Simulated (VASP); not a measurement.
# CrCd7Te8 (F-43m) in VASP: single point with PBEsol+U

Aim: the single point of CrCd7Te8 with PBEsol+U.

All numbers are computed with VASP 6.6.1; they aren't measurements. Logs are shortened: lines on timing, memory, paths and dates and some standing lists are left out, and cuts for length are marked.

## (1) The cell of the first run

It takes space group F-43m (No. 216, cubic). Conventional cell: a = 12.960 Å, b = 12.960 Å, c = 12.960 Å, α = 90.00°, β = 90.00°, γ = 90.00°. Within 3.6 Å of Cr (site symmetry -43m) lie 4 Te at 2.74 Å. Within 3.7 Å of Cd (site symmetry 2mm) lie 4 Te at 2.82 Å. Cd (site symmetry -43m) has 4 Te at 2.81 Å within 3.7 Å. Within 3.6 Å of Te (site symmetry 3m) lie 1 Cr at 2.74 Å and 3 Cd at 2.82 Å. Te (site symmetry 3m) has 4 Cd at 2.81 to 2.82 Å within 3.7 Å.

## (2) Single point, PBEsol+U, collinear spin, zero start

Contents of INCAR:

```
PREC = Accurate
ENCUT = 520
EDIFF = 1E-6
ISMEAR = 0
SIGMA = 0.05
LREAL = Auto
LASPH = T
NELM = 150
ALGO = Normal
ISIF = 2
LWAVE = F
LCHARG = T
ISPIN = 2
MAGMOM = 0 0 0 0 0 0 0 0 0 0 0 0 0 0 0 0
LORBIT = 11
NUPDOWN = 0.0
LMAXMIX = 4
LDAU = T
LDAUTYPE = 2
LDAUL = 2 -1 -1
LDAUU = 3 0 0
LDAUJ = 0 0 0
LDAUPRINT = 1
GGA = PS
LELF = T
LVHAR = T
NBANDS = 90
```

Contents of KPOINTS:

```
Automatic mesh
0
Gamma
  2 2 2
```

Contents of POSCAR:

```
CrCd7Te8
1.0
    0.0000000000      6.4800000000      6.4800000000
    6.4800000000      0.0000000000      6.4800000000
    6.4800000000      6.4800000000      0.0000000000
Cr Cd Te
1 7 8
Direct
    0.0000000000      0.0000000000      1.0000000000
    0.0016470154      0.0016470154      0.4983529846
    0.0016470154      0.4983529846      0.0016470154
    0.0016470154      0.4983529846      0.4983529846
    0.4983529846      0.0016470154      0.0016470154
    0.4983529846      0.0016470154      0.4983529846
    0.4983529846      0.4983529846      0.0016470154
    0.5000000000      0.5000000000      0.5000000000
    0.1222220879      0.1222220879      0.1222220879
    0.1222220879      0.1222220879      0.6333337362
    0.1222220879      0.6333337362      0.1222220879
    0.1247385481      0.6250871506      0.6250871506
    0.6333337362      0.1222220879      0.1222220879
    0.6250871506      0.1247385481      0.6250871506
    0.6250871506      0.6250871506      0.1247385481
    0.6250871506      0.6250871506      0.6250871506
```

Potentials or basis: VASP PAW PBE potentials, release 64 (Cr_pv, Cd, Te).

On the command line:

```console
$ cat potpaw_PBE.64/Cr_pv/POTCAR potpaw_PBE.64/Cd/POTCAR potpaw_PBE.64/Te/POTCAR > POTCAR
$ mpirun -np 1 vasp_std > vasp.out
```

OUTCAR:

```text
PREC = Accurate
   ENCUT = 520
   EDIFF = 1E-6
   ISMEAR = 0
   LREAL = Auto
   LASPH = T
   NELM = 150
   ISIF = 2
   ISPIN = 2
   LORBIT = 11
   NUPDOWN = 0.0
   GGA = PS

 ion  position               nearest neighbor table
   1  0.000  0.000  0.000-   9 2.74  10 2.74  11 2.74  13 2.74
   2  0.002  0.002  0.498-  10 2.82   9 2.82  12 2.82  14 2.82
   3  0.002  0.498  0.002-  11 2.82   9 2.82  12 2.82  15 2.82
   4  0.002  0.498  0.498-  10 2.82  11 2.82  12 2.82  16 2.82
   5  0.498  0.002  0.002-  13 2.82   9 2.82  14 2.82  15 2.82
   6  0.498  0.002  0.498-  10 2.82  13 2.82  14 2.82  16 2.82
[... 8 lines left out ...]
  15  0.625  0.625  0.125-   8 2.81   7 2.82   3 2.82   5 2.82
  16  0.625  0.625  0.625-   8 2.81   6 2.82   7 2.82   4 2.82

  LATTYP: Found a face centered cubic cell.
 ALAT       =    12.9600000000

  Lattice vectors:

 A1 = (   0.0000000000,   6.4800000000,   6.4800000000)
 A2 = (   6.4800000000,   0.0000000000,   6.4800000000)
 A3 = (   6.4800000000,   6.4800000000,   0.0000000000)

Analysis of symmetry for initial positions (statically):
=====================================================================
 Subroutine PRICEL returns:
 Original cell was already a primitive cell.

 Routine SETGRP: Setting up the symmetry group for a
 face centered cubic supercell.

 Subroutine GETGRP returns: Found 24 space group operations
 (whereof 24 operations were pure point group operations)
 out of a pool of 48 trial point group operations.

The static configuration has the point symmetry T_d .

Analysis of symmetry for dynamics (positions and initial velocities):
=====================================================================
 Subroutine PRICEL returns:
 Original cell was already a primitive cell.

 Routine SETGRP: Setting up the symmetry group for a
 face centered cubic supercell.

 Subroutine GETGRP returns: Found 24 space group operations
 (whereof 24 operations were pure point group operations)
 out of a pool of 48 trial point group operations.

The dynamic configuration has the point symmetry T_d .

Analysis of structural, dynamic, and magnetic symmetry:
=====================================================================
 Subroutine PRICEL returns:
 Original cell was already a primitive cell.

 Routine SETGRP: Setting up the symmetry group for a
 face centered cubic supercell.

 Subroutine GETGRP returns: Found 24 space group operations
 (whereof 24 operations were pure point group operations)
 out of a pool of 48 trial point group operations.

The overall configuration has the point symmetry T_d .

 Subroutine INISYM returns: Found 24 space group operations
 (whereof 24 operations are pure point group operations),
 and found     1 'primitive' translations

----------------------------------------------------------------------------------------

                                     Primitive cell

  volume of cell :     544.1956

  direct lattice vectors                    reciprocal lattice vectors
     0.000000000  6.480000000  6.480000000    -0.077160494  0.077160494  0.077160494
     6.480000000  0.000000000  6.480000000     0.077160494 -0.077160494  0.077160494
     6.480000000  6.480000000  0.000000000     0.077160494  0.077160494 -0.077160494

  length of vectors
     9.164103884  9.164103884  9.164103884     0.133645896  0.133645896  0.133645896

  position of ions in fractional coordinates (direct lattice)
     0.000000000  0.000000000  0.000000000
     0.001647015  0.001647015  0.498352985
     0.001647015  0.498352985  0.001647015
     0.001647015  0.498352985  0.498352985
     0.498352985  0.001647015  0.001647015
     0.498352985  0.001647015  0.498352985
[... 108 lines left out ...]
   GGA     = PS    functional components
   LHFCALC =     F    Hartree Fock is set to
   AEXX    =    0.0000 exact exchange contribution
   IVDW    =     0    specifies the selected vdW correction
   LEPSILON=     F    determine dielectric tensor
   LRPA    =     F    only Hartree local field effects (RPA)
 spin polarized calculation
 Gauss-broadening in eV      SIGMA  =   0.05
  energy-cutoff  :      520.00
  volume of cell :      544.20
 maximum number of plane-waves:     14649
 NGX is ok and might be reduce to    70
   NGX = 35   NGY = 35   NGZ = 35

 number of electron     144.0000002 magnetization      -0.0000000

atom =   1  type =  1  l = 2

 onsite density matrix

spin component  1

  0.1148 -0.0000  0.0000  0.0000  0.0000
 -0.0000  0.1148  0.0000  0.0000  0.0000
  0.0000  0.0000  0.8589  0.0000 -0.0000
  0.0000  0.0000  0.0000  0.1148  0.0000
  0.0000  0.0000 -0.0000  0.0000  0.8589

spin component  2

  0.1148 -0.0000  0.0000  0.0000 -0.0000
 -0.0000  0.1148  0.0000  0.0000  0.0000
  0.0000  0.0000  0.8589  0.0000 -0.0000
  0.0000  0.0000  0.0000  0.1148  0.0000
 -0.0000  0.0000 -0.0000  0.0000  0.8589

 occupancies and eigenvectors

  o =  0.1148  v =  0.0000  0.0000  0.0000  0.0000  0.0000  1.0000  0.0000  0.0000  0.0000  0.0000      0.0000  0.0000  0.0000  0.0000  0.0000  0.0000  0.0000  0.0000  0.0000  0.0000
  o =  0.1148  v =  0.0000  0.0000  0.0000  0.0000  0.0000  0.0000  0.4455 -0.0000  0.8953  0.0000      0.0000  0.0000  0.0000  0.0000  0.0000  0.0000  0.0000  0.0000  0.0000  0.0000
  o =  0.1148  v =  0.0000  0.0000  0.0000  0.0000  0.0000  0.0000  0.8953 -0.0000 -0.4455 -0.0000      0.0000  0.0000  0.0000  0.0000  0.0000  0.0000  0.0000  0.0000  0.0000  0.0000
  o =  0.1148  v =  0.0000  0.8874 -0.0000 -0.4610  0.0000  0.0000  0.0000  0.0000  0.0000  0.0000      0.0000  0.0000  0.0000  0.0000  0.0000  0.0000  0.0000  0.0000  0.0000  0.0000
  o =  0.1148  v =  1.0000  0.0000  0.0000  0.0000  0.0000  0.0000  0.0000  0.0000  0.0000  0.0000      0.0000  0.0000  0.0000  0.0000  0.0000  0.0000  0.0000  0.0000  0.0000  0.0000
  o =  0.1148  v =  0.0000  0.4610  0.0000  0.8874 -0.0000  0.0000  0.0000  0.0000  0.0000  0.0000      0.0000  0.0000  0.0000  0.0000  0.0000  0.0000  0.0000  0.0000  0.0000  0.0000
  o =  0.8589  v =  0.0000  0.0000  0.0000  0.0000  0.0000  0.0000 -0.0000 -0.9998  0.0000  0.0188      0.0000  0.0000  0.0000  0.0000  0.0000  0.0000  0.0000  0.0000  0.0000  0.0000
  o =  0.8589  v =  0.0000  0.0000  0.0000  0.0000  0.0000  0.0000  0.0000  0.0188 -0.0000  0.9998      0.0000  0.0000  0.0000  0.0000  0.0000  0.0000  0.0000  0.0000  0.0000  0.0000
  o =  0.8589  v =  0.0000  0.0000 -0.9998 -0.0000 -0.0179  0.0000  0.0000  0.0000  0.0000  0.0000      0.0000  0.0000  0.0000  0.0000  0.0000  0.0000  0.0000  0.0000  0.0000  0.0000
  o =  0.8589  v =  0.0000  0.0000 -0.0179  0.0000  0.9998  0.0000  0.0000  0.0000  0.0000  0.0000      0.0000  0.0000  0.0000  0.0000  0.0000  0.0000  0.0000  0.0000  0.0000  0.0000

 number of electron     144.0000002 magnetization       0.0000000

 Free energy of the ion-electron system (eV)
  ---------------------------------------------------
  ext. energy  EPLUGINS =         0.00000000
  ---------------------------------------------------
  free energy    TOTEN  =       -46.74561980 eV

  energy without entropy =      -46.74561980  energy(sigma->0) =      -46.74561980

 E-fermi :   2.5970     XC(G=0):  -8.7385

 val. band max:        2.3469581530   @ k =   0.5000   0.5000   0.0000
 cond. band min:       3.1149826862   @ k =   0.0000   0.0000   0.0000
 fundamental gap:      0.7680245332
 Fermi energy:         2.5970428921

 spin component 1

 k-point     1 :       0.0000    0.0000    0.0000
  band No.  band energies     occupation
      1     -39.8738      1.00000
      2     -39.8738      1.00000
      3     -39.8737      1.00000
      4      -8.8259      1.00000
      5      -8.4214      1.00000
      6      -8.4005      1.00000
[... 250 lines left out ...]
     83       5.9921      0.00000
     84       6.4888      0.00000
 Fermi energy:         2.5970428921

 spin component 2

 k-point     1 :       0.0000    0.0000    0.0000
  band No.  band energies     occupation
      1     -39.8738      1.00000
      2     -39.8738      1.00000
      3     -39.8737      1.00000
      4      -8.8259      1.00000
      5      -8.4214      1.00000
      6      -8.4005      1.00000
[... 250 lines left out ...]
     83       5.9921      0.00000
     84       6.4888      0.00000
 [bands above 84 left out]

------------------------ aborting loop because EDIFF is reached ----------------------------------------

  FORCE on cell =-STRESS in cart. coord.  units (eV):
  Direction    XX          YY          ZZ          XY          YZ          ZX
  --------------------------------------------------------------------------------------
  -------------------------------------------------------------------------------------
  Total       -1.8601928     -1.8601928     -1.8601928      0.0000000      0.0000000      0.0000000
  in kB       -5.4766317     -5.4766317     -5.4766317      0.0000000      0.0000000      0.0000000
  external PRESSURE =      -5.4766317 kB  Pullay stress =       0.0000000 kB

 VOLUME and BASIS-vectors are now :
 -----------------------------------------------------------------------------
  energy-cutoff  :      520.00
  volume of cell :      544.20
      direct lattice vectors                 reciprocal lattice vectors
     0.000000000  6.480000000  6.480000000    -0.077160494  0.077160494  0.077160494
     6.480000000  0.000000000  6.480000000     0.077160494 -0.077160494  0.077160494
     6.480000000  6.480000000  0.000000000     0.077160494  0.077160494 -0.077160494

 POSITION                                       TOTAL-FORCE (eV/Angst)
 -----------------------------------------------------------------------------------
      0.00000      0.00000      0.00000         0.000000      0.000000     -0.000000
      3.24000      3.24000      0.02135         0.000000      0.000000     -0.074137
      3.24000      0.02135      3.24000         0.000000     -0.074137      0.000000
      6.45865      3.24000      3.24000         0.074137      0.000000      0.000000
      0.02135      3.24000      3.24000        -0.074137      0.000000      0.000000
      3.24000      6.45865      3.24000         0.000000      0.074137      0.000000
[... 8 lines left out ...]
      4.85887      4.85887      8.10113        -0.009966     -0.009966      0.009966
      8.10113      8.10113      8.10113         0.009966      0.009966      0.009966
 -----------------------------------------------------------------------------------
    total drift:                               -0.000002     -0.000002     -0.000001

  FREE ENERGIE OF THE ION-ELECTRON SYSTEM (eV)
  ---------------------------------------------------
  free  energy   TOTEN  =       -46.7456197986 eV

  energy  without entropy=      -46.7456197986  energy(sigma->0) =      -46.74561980

 total charge

# of ion       s       p       d       tot
------------------------------------------
    1        0.246   6.145   4.102  10.493
    2        0.468   0.316   9.528  10.311
    3        0.468   0.316   9.528  10.311
    4        0.468   0.316   9.528  10.311
    5        0.468   0.316   9.528  10.311
    6        0.468   0.316   9.528  10.311
[... 8 lines left out ...]
   15        1.346   2.058   0.020   3.424
   16        1.346   2.058   0.020   3.424
--------------------------------------------------
tot         14.282  24.810  70.973 110.065

 magnetization (x)

# of ion       s       p       d       tot
------------------------------------------
    1       -0.000  -0.000   0.000  -0.000
    2       -0.000   0.000  -0.000  -0.000
    3       -0.000   0.000  -0.000  -0.000
    4       -0.000   0.000  -0.000  -0.000
    5       -0.000   0.000  -0.000  -0.000
    6       -0.000   0.000  -0.000  -0.000
[... 8 lines left out ...]
   15       -0.000  -0.000   0.000  -0.000
   16       -0.000  -0.000   0.000  -0.000
--------------------------------------------------
tot         -0.000  -0.000  -0.000  -0.000
```

Wall time 16 min (1 thread of Intel Xeon Platinum 8259CL at 2.50GHz (Skylake/Cascade Lake), shared host); peak memory 1.1 GiB.

Results:

- Free energy: -46.7456 eV
- Pressure: -0.5 GPa
- Largest force: 0.518 eV/Å
- Net moment: 0.00 μB per cell
- Valence electrons inside the program's atomic spheres: Cr 10.49; Cd 10.31, 10.32 (each value once); Te 3.42

Forces on the atoms (eV/Å):
```
Cr   0.000  0.000  0.000
Cd   0.000  0.000 -0.074
Cd   0.000 -0.074  0.000
Cd   0.074  0.000  0.000
Cd  -0.074  0.000  0.000
Cd   0.000  0.074  0.000
Cd   0.000  0.000  0.074
Cd   0.000  0.000  0.000
Te  -0.299 -0.299 -0.299
Te   0.299  0.299 -0.299
Te   0.299 -0.299  0.299
Te   0.010 -0.010 -0.010
Te  -0.299  0.299  0.299
Te  -0.010  0.010 -0.010
Te  -0.010 -0.010  0.010
Te   0.010  0.010  0.010
```

Eigenvalues of the final occupation matrices:
| site | spin | trace | eigenvalues |
| --- | --- | --- | --- |
| site 1 d | 1 | 2.06 | 0.11 0.11 0.11 0.86 0.86 |
| site 1 d | 2 | 2.06 | 0.11 0.11 0.11 0.86 0.86 |

Caveat: the k points lie up to 0.42 Å⁻¹ apart; the PAW data sets were made with another functional, which shifts forces and pressure a little; spin-orbit coupling is left out, which moves the levels of the heavy elements; the total moment is fixed, so each spin has its own Fermi level; the U is typed as a test and isn't derived for this compound.
